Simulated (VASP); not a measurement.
Crystal: Te.

```xyz
4
Lattice="3.4421 0.0000 0.0000 -1.7210 2.9809 0.0000 0.0000 0.0000 11.2418" Properties=species:S:1:pos:R:3 pbc="T T T"
Te    0.0000    0.0000    0.0000
Te    0.0000    0.0000    5.6209
Te    0.0000    1.9873    2.8104
Te    1.7210    0.9936    8.4313
```

This isn't the form of Te at room conditions, which is trigonal, of chains.

| Property | Result |
| --- | --- |
| Program | VASP 6.6.1 |
| Task | relaxation of cell and atoms |
| Functional | revPBE |
| Potentials or basis | VASP PAW PBE potentials, release 64 (Te) |
| Cutoff | 600 eV |
| k mesh | 11 × 11 × 3 |
| Occupations | fermi-dirac, width 0.1 eV |
| Spin | no spin polarisation |

At the start: pressure -0.1 GPa; volume 28.84 Å³/atom.

Problem. Where does the relaxation end?

Solution. Over 27 steps the energy falls by 276.5 meV/atom and the volume is 33.12 Å³/atom (+14.8 %); space group P6_3/mmc (No. 194, to 0.1 Å) before and after.

The path:
| step | energy change (eV) | largest force (eV/Å) | pressure (GPa) | volume (Å³) |
| --- | --- | --- | --- | --- |
| 1 | 0.0000 | 0.0000 | -0.08 | 115.35 |
| 2 | -0.0182 | 0.0000 | -0.03 | 115.08 |
| 3 | -0.0913 | 0.0000 | 0.59 | 114.16 |
| 4 | -0.3851 | 0.0000 | 3.09 | 111.67 |
| 5 | -0.0790 | 0.0000 | 15.86 | 104.00 |
| 6 | -0.5130 | 0.0000 | 6.73 | 109.08 |
| 7 | -0.4834 | 0.0000 | 9.17 | 107.60 |
| 8 | -0.5028 | 0.0000 | 8.32 | 108.10 |
| 9 | -0.5038 | 0.0000 | 8.34 | 108.10 |
| 10 | -0.5065 | 0.0000 | 8.42 | 108.12 |
| 11 | -0.5113 | 0.0000 | 8.58 | 108.14 |
| 12 | -0.5182 | 0.0000 | 8.90 | 108.18 |
| 13 | -0.5205 | 0.0000 | 9.58 | 108.23 |
| 14 | -0.5329 | 0.0000 | 9.45 | 108.45 |
| 15 | -0.5690 | 0.0000 | 9.07 | 109.11 |
| 16 | -0.6366 | 0.0000 | 8.33 | 110.42 |
| 17 | -0.7542 | 0.0000 | 6.98 | 113.05 |
| 18 | -0.9277 | 0.0000 | 4.64 | 118.33 |
| 19 | -1.0955 | 0.0000 | 1.05 | 128.98 |
| 20 | -1.1052 | 0.0000 | 0.11 | 132.55 |
| 21 | -1.1052 | 0.0000 | 0.23 | 132.06 |
| 22 | -1.1054 | 0.0000 | 0.21 | 132.05 |
| 23 | -1.1058 | 0.0000 | 0.16 | 132.04 |
| 24 | -1.1057 | 0.0000 | 0.05 | 132.01 |
| 25 | -1.1059 | 0.0000 | 0.12 | 132.03 |
| 26 | -1.1060 | 0.0000 | 0.07 | 132.21 |
| 27 | -1.1060 | 0.0000 | -0.01 | 132.46 |

Final structure:
```xyz
4
Lattice="4.2878 0.0000 0.0000 -2.1439 3.7133 0.0000 0.0000 0.0000 8.3197" Properties=species:S:1:pos:R:3 pbc="T T T"
Te    0.0000    0.0000    0.0000
Te    0.0000    0.0000    4.1598
Te    0.0000    2.4755    2.0799
Te    2.1439    1.2378    6.2398
```

Caveat: a cell axis changed by over 15 % at a fixed basis, so the end point is rough; the PAW data sets were made with another functional, which shifts forces and pressure a little.
